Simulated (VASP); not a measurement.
# CuO (zincblende type) (F-43m) in VASP: notebook

Runs on CuO (zincblende type). Level: PBE. Tasks: single point.

Everything below comes from runs of VASP 6.6.1. Logs are shortened: lines on timing, memory, paths and dates and some standing lists are left out, and cuts for length are marked.

### 1 The cell of the first run

Symmetry: F-43m, No. 216, cubic system. Conventional cell: a = 4.478 Å, b = 4.478 Å, c = 4.478 Å, α = 90.00°, β = 90.00°, γ = 90.00°. Within 2.6 Å of Cu (site symmetry -43m) lie 4 O at 1.94 Å. O (site symmetry -43m) has 4 Cu at 1.94 Å within 2.6 Å.

### 2 Single point, PBE (11.22 Å³/atom)

INCAR

```
PREC = Accurate
ENCUT = 520
EDIFF = 1E-6
ISMEAR = -1
SIGMA = 0.05
LREAL = F
LASPH = T
NELM = 100
ALGO = Normal
ISIF = 2
LWAVE = F
LCHARG = F
GGA = PE
NBANDS = 16
```

KPOINTS

```
Automatic mesh
0
Gamma
  16 16 16
```

POSCAR

```
CuO
1.0
    0.0000000000      2.2389537069      2.2389537069
    2.2389537069      0.0000000000      2.2389537069
    2.2389537069      2.2389537069      0.0000000000
Cu O
1 1
Direct
    0.0000000000      0.0000000000      0.0000000000
    0.2500000000      0.2500000000      0.2500000000
```

Potentials or basis: VASP PAW PBE potentials, release 64 (Cu, O).

On the command line:

```
> cat potpaw_PBE.64/Cu/POTCAR potpaw_PBE.64/O/POTCAR > POTCAR
> mpirun -np 1 vasp_std > vasp.out
```

OUTCAR:

```text
PREC = Accurate
   ENCUT = 520
   EDIFF = 1E-6
   ISMEAR = -1
   LREAL = F
   LASPH = T
   NELM = 100
   ISIF = 2
   GGA = PE

 ion  position               nearest neighbor table
   1  0.000  0.000  0.000-   2 1.94   2 1.94   2 1.94   2 1.94
   2  0.250  0.250  0.250-   1 1.94   1 1.94   1 1.94   1 1.94

  LATTYP: Found a face centered cubic cell.
 ALAT       =     4.4779074138

  Lattice vectors:

 A1 = (   0.0000000000,   2.2389537069,   2.2389537069)
 A2 = (   2.2389537069,   0.0000000000,   2.2389537069)
 A3 = (   2.2389537069,   2.2389537069,   0.0000000000)

Analysis of symmetry for initial positions (statically):
=====================================================================
 Subroutine PRICEL returns:
 Original cell was already a primitive cell.

 Routine SETGRP: Setting up the symmetry group for a
 face centered cubic supercell.

 Subroutine GETGRP returns: Found 24 space group operations
 (whereof 24 operations were pure point group operations)
 out of a pool of 48 trial point group operations.

The static configuration has the point symmetry T_d .

Analysis of symmetry for dynamics (positions and initial velocities):
=====================================================================
 Subroutine PRICEL returns:
 Original cell was already a primitive cell.

 Routine SETGRP: Setting up the symmetry group for a
 face centered cubic supercell.

 Subroutine GETGRP returns: Found 24 space group operations
 (whereof 24 operations were pure point group operations)
 out of a pool of 48 trial point group operations.

The dynamic configuration has the point symmetry T_d .

 Subroutine INISYM returns: Found 24 space group operations
 (whereof 24 operations are pure point group operations),
 and found     1 'primitive' translations

----------------------------------------------------------------------------------------

                                     Primitive cell

  volume of cell :      22.4474

  direct lattice vectors                    reciprocal lattice vectors
     0.000000000  2.238953707  2.238953707    -0.223318597  0.223318597  0.223318597
     2.238953707  0.000000000  2.238953707     0.223318597 -0.223318597  0.223318597
     2.238953707  2.238953707  0.000000000     0.223318597  0.223318597 -0.223318597

  length of vectors
     3.166358698  3.166358698  3.166358698     0.386799156  0.386799156  0.386799156

  position of ions in fractional coordinates (direct lattice)
     0.000000000  0.000000000  0.000000000
     0.250000000  0.250000000  0.250000000

  ion indices of the primitive-cell ions
   primitive index   ion index
                 1           1
                 2           2

----------------------------------------------------------------------------------------

 KPOINTS: Automatic mesh

Automatic generation of k-mesh.
 Grid dimensions read from file:
 generate k-points for:   16   16   16

 Generating k-lattice:

  Cartesian coordinates                     Fractional coordinates (reciprocal lattice)
    -0.013957412  0.013957412  0.013957412     0.062500000  0.000000000  0.000000000
     0.013957412 -0.013957412  0.013957412     0.000000000  0.062500000  0.000000000
     0.013957412  0.013957412 -0.013957412     0.000000000  0.000000000  0.062500000

  Length of vectors
     0.024174947  0.024174947  0.024174947

  Shift w.r.t. Gamma in fractional coordinates (k-lattice)
     0.000000000  0.000000000  0.000000000

 Subroutine IBZKPT returns following result:
 ===========================================

 Found    145 irreducible k-points:

 Following reciprocal coordinates:
            Coordinates               Weight
  0.000000  0.000000  0.000000      1.000000
  0.062500  0.000000  0.000000      8.000000
  0.125000  0.000000  0.000000      8.000000
  0.187500  0.000000  0.000000      8.000000
  0.250000  0.000000  0.000000      8.000000
  0.312500  0.000000  0.000000      8.000000
[... 16 lines left out ...]
 -0.125000  0.062500  0.000000     24.000000
 -0.062500  0.062500  0.000000     12.000000
 [... further k-points ...]
   k-points           NKPTS =    145   k-points in BZ     NKDIM =    145   number of bands    NBANDS=     16
   number of dos      NEDOS =    301   number of ions     NIONS =      2
   total plane-waves  NPLWV =  13824
   dimension x,y,z NGX =    24 NGY =   24 NGZ =   24
   dimension x,y,z NGXF=    48 NGYF=   48 NGZF=   48
   ions per type =               1   1
   NGX,Y,Z   is equivalent  to a cutoff of  12.60, 12.60, 12.60 a.u.
   NGXF,Y,Z  is equivalent  to a cutoff of  25.20, 25.20, 25.20 a.u.
 SYSTEM =  unknown system
   PREC   = accura    normal or accurate (medium, high low for compatibility)
   ISTART =      0    job   : 0-new  1-cont  2-samecut
   ICHARG =      2    charge: 1-file 2-atom 10-const
   ISPIN  =      1    spin polarized calculation?
   LNONCOLLINEAR =      F non collinear calculations
   LSORBIT =      F    spin-orbit coupling
   LASPH  =      T    aspherical Exc in radial PAW
   ENCUT  =  520.0 eV  38.22 Ry    6.18 a.u.   5.89  5.89  5.89*2*pi/ulx,y,z
   NELM   =    100;   NELMIN=  2; NELMDL= -5     # of ELM steps
   EDIFF  = 0.1E-05   stopping-criterion for ELM
   LREAL  =      F    real-space projection
   EDIFFG = 0.1E-04   stopping-criterion for IOM
   NSW    =      0    number of steps for IOM
   IBRION =     -1    ionic relax: 0-MD 1-quasi-New 2-CG
   NFREE  =      0    steps in history (QN), initial steepest desc. (CG)
   ISIF   =      2    stress and relaxation
   ISYM   =      2    0-nonsym 1-usesym 2-fastsym
   POTIM  = 0.5000    time-step for ionic-motion
   TEBEG  =    0.0;   TEEND  =   0.0 temperature during run
   PSTRESS=    0.0 pullay stress
   NELECT =      17.0000    total number of electrons
   NUPDOWN=      -1.0000    fix difference up-down
   EMIN   =  10.00;   EMAX   =-10.00  energy-range for DOS
   EFERMI =   0.00;   METHOD = LEGACY
   ISMEAR =    -1;   SIGMA  =   0.05  broadening in eV -4-tet -1-fermi 0-gaus
   EFERMI_NEDOS =   21; number of points for ismear=-14 and -15
   IALGO  =     38    algorithm
   IMIX   =      4    mixing-type and parameters
     AMIX     =   0.40;   BMIX     =  1.00
     AMIX_MAG =   1.60;   BMIX_MAG =  1.00
  volume/ion in A,a.u.               =      11.22        75.74
  Fermi-wavevector in a.u.,A,eV,Ry     =   1.492231  2.819907 30.296814  2.226753
  Thomas-Fermi vector in A             =   2.604785
   LORBIT       =      0    0 simple, 1 ext, 2 COOP (PROOUT), +10 PAW based schemes
   GGA     = PE    functional components
   LHFCALC =     F    Hartree Fock is set to
   AEXX    =    0.0000 exact exchange contribution
   IVDW    =     0    specifies the selected vdW correction
   LEPSILON=     F    determine dielectric tensor
   LRPA    =     F    only Hartree local field effects (RPA)
 non-spin polarized calculation
  energy-cutoff  :      520.00
  volume of cell :       22.45
 maximum number of plane-waves:       620
   NGX = 11   NGY = 11   NGZ = 11

 number of electron      17.0000006 magnetization

 Free energy of the ion-electron system (eV)
  ---------------------------------------------------
  ext. energy  EPLUGINS =         0.00000000
  ---------------------------------------------------
  free energy    TOTEN  =        -9.55329153 eV

  energy without entropy =       -9.53337333  energy(sigma->0) =       -9.54333243

 E-fermi :   4.3680     XC(G=0): -11.2044

 val. band max:        4.3635482238   @ k =   0.1875   0.1875   0.0000
 cond. band min:       4.3713944692   @ k =   0.1875   0.1250   0.0000
 fundamental gap:      0.0078462454
 Fermi energy:         4.3680355251

 k-point     1 :       0.0000    0.0000    0.0000
  band No.  band energies     occupation
      1     -14.7563      2.00000
      2      -0.7216      2.00000
      3      -0.7216      2.00000
      4      -0.7216      2.00000
      5       2.2501      2.00000
      6       2.2501      2.00000
[... 8 lines left out ...]
     15      25.6749      0.00000
     16      25.7228      0.00000

 k-point     2 :       0.0625    0.0000    0.0000
  band No.  band energies     occupation
      1     -14.7312      2.00000
      2      -0.7885      2.00000
      3      -0.7088      2.00000
      4      -0.7088      2.00000
      5       2.2454      2.00000
      6       2.2454      2.00000
[... 8 lines left out ...]
     15      25.2527      0.00000
     16      25.2527      0.00000

 k-point     3 :       0.1250    0.0000    0.0000
  band No.  band energies     occupation
      1     -14.6591      2.00000
      2      -0.9640      2.00000
      3      -0.6726      2.00000
      4      -0.6726      2.00000
      5       2.2348      2.00000
      6       2.2348      2.00000
[... 8 lines left out ...]
     15      24.6284      0.00000
     16      24.6284      0.00000

 k-point     4 :       0.1875    0.0000    0.0000
  band No.  band energies     occupation
      1     -14.5496      2.00000
      2      -1.1924      2.00000
      3      -0.6203      2.00000
      4      -0.6202      2.00000
      5       2.2276      2.00000
      6       2.2276      2.00000
[... 8 lines left out ...]
     15      24.2719      0.00000
     16      24.2719      0.00000
[... 324 lines left out ...]
 k-point    22 :      -0.1875    0.0625    0.0000
  band No.  band energies     occupation
      1     -14.4891      2.00000
      2      -1.2891      2.00000
      3      -0.6024      2.00000
      4      -0.5906      2.00000
      5       2.1853      2.00000
      6       2.2660      2.00000
[... 8 lines left out ...]
     15      23.5633      0.00000
     16      25.5649      0.00000

 k-point    23 :      -0.1250    0.0625    0.0000
  band No.  band energies     occupation
      1     -14.6060      2.00000
      2      -1.0741      2.00000
      3      -0.6505      2.00000
      4      -0.6463      2.00000
      5       2.1992      2.00000
      6       2.2575      2.00000
[... 8 lines left out ...]
     15      23.7572      0.00000
     16      25.9169      0.00000

 k-point    24 :      -0.0625    0.0625    0.0000
  band No.  band energies     occupation
      1     -14.6904      2.00000
      2      -0.8893      2.00000
      3      -0.6884      2.00000
      4      -0.6884      2.00000
      5       2.2231      2.00000
      6       2.2537      2.00000
[... 8 lines left out ...]
     15      24.2988      0.00000
     16      26.0940      0.00000

 [... further k-points ...]

------------------------ aborting loop because EDIFF is reached ----------------------------------------

  FORCE on cell =-STRESS in cart. coord.  units (eV):
  Direction    XX          YY          ZZ          XY          YZ          ZX
  --------------------------------------------------------------------------------------
  -------------------------------------------------------------------------------------
  Total        0.7255415      0.7255415      0.7255415     -0.0000000     -0.0000000     -0.0000000
  in kB       51.7854174     51.7854174     51.7854174     -0.0000000     -0.0000000     -0.0000000
  external PRESSURE =      51.7854174 kB  Pullay stress =       0.0000000 kB

 VOLUME and BASIS-vectors are now :
 -----------------------------------------------------------------------------
  energy-cutoff  :      520.00
  volume of cell :       22.45
      direct lattice vectors                 reciprocal lattice vectors
     0.000000000  2.238953707  2.238953707    -0.223318597  0.223318597  0.223318597
     2.238953707  0.000000000  2.238953707     0.223318597 -0.223318597  0.223318597
     2.238953707  2.238953707  0.000000000     0.223318597  0.223318597 -0.223318597

 POSITION                                       TOTAL-FORCE (eV/Angst)
 -----------------------------------------------------------------------------------
      0.00000      0.00000      0.00000         0.000000      0.000000     -0.000000
      1.11948      1.11948      1.11948        -0.000000     -0.000000      0.000000
 -----------------------------------------------------------------------------------
    total drift:                                0.000001      0.000001      0.000002

  FREE ENERGIE OF THE ION-ELECTRON SYSTEM (eV)
  ---------------------------------------------------
  free  energy   TOTEN  =        -9.5532915311 eV

  energy  without entropy=       -9.5333733273  energy(sigma->0) =       -9.54333243
```

Wall time 42 s (1 thread of Intel Xeon 6455B, shared host); peak memory 0.17 GiB.

Results:

| Quantity | Value |
| --- | --- |
| Free energy | -9.5533 eV |
| Pressure | 5.2 GPa |
| Band gap on the k mesh | zero (an odd number of electrons rules out a gap without spin polarisation) |

Caveat: the cell stands under pressure; an odd number of electrons without spin polarisation forces a metal; a magnetic or distorted state may lie lower; semilocal functionals often make such compounds metallic where correlation or magnetic order opens a gap, which also shifts bond lengths. With open d or f shells a metallic result of PBE can be an artefact of self-interaction; +U or a hybrid may open a gap.

### 3 Single point, PBE

This run uses another cell than the first one, of 11.57 Å³/atom.

INCAR

```
ALGO = Normal
EDIFF = 1E-6
ENCUT = 520
GGA = PE
ISIF = 2
ISMEAR = -1
LASPH = T
LCHARG = F
LREAL = F
LWAVE = F
NBANDS = 16
NELM = 60
PREC = Accurate
SIGMA = 0.05
```

KPOINTS

```
k-points
0
Gamma
  16 16 16
```

POSCAR

```
CuO
1.0
    0.0000000000      2.2618017513      2.2618017513
    2.2618017513      0.0000000000      2.2618017513
    2.2618017513      2.2618017513      0.0000000000
Cu O
1 1
Direct
    0.0000000000      0.0000000000      0.0000000000
    0.2500000000      0.2500000000      0.2500000000
```

Potentials or basis: VASP PAW PBE potentials, release 64 (Cu, O).

On the command line:

```
> cat potpaw_PBE.64/Cu/POTCAR potpaw_PBE.64/O/POTCAR > POTCAR
> mpirun -np 1 vasp_std > vasp.out
```

It took 53 s on 1 thread of Intel Xeon 6455B, shared host; peak memory 0.18 GiB.

The run converged. Its results:

```yaml
Free_energy: -9.5668 eV
Pressure: 0.6 GPa
Band_gap_on_the_k_mesh: zero (an odd number of electrons rules out a gap without spin polarisation)
```

Levels at points of the mesh, in eV from the Fermi level:
| k point | band 5 | band 6 | band 7 | band 8 | band 9 | band 10 | band 11 | band 12 | band 13 | band 14 |
| --- | --- | --- | --- | --- | --- | --- | --- | --- | --- | --- |
| (0.00, 0.00, 0.00) | -2.04 | -2.04 | 0.80 | 0.80 | 0.80 | 0.99 | 14.37 | 14.37 | 14.37 | 21.06 |
| (0.50, 0.00, 0.00) | -1.92 | -1.92 | -1.82 | -0.02 | -0.02 | 6.16 | 7.92 | 13.98 | 13.98 | 17.96 |
| (0.50, 0.50, 0.00) | -2.29 | -1.81 | -1.40 | -1.14 | -1.14 | 5.86 | 9.98 | 11.56 | 14.83 | 14.83 |

Caveat: an odd number of electrons without spin polarisation forces a metal; a magnetic or distorted state may lie lower; semilocal functionals often make such compounds metallic where correlation or magnetic order opens a gap, which also shifts bond lengths.

[end of part 1 of 2]
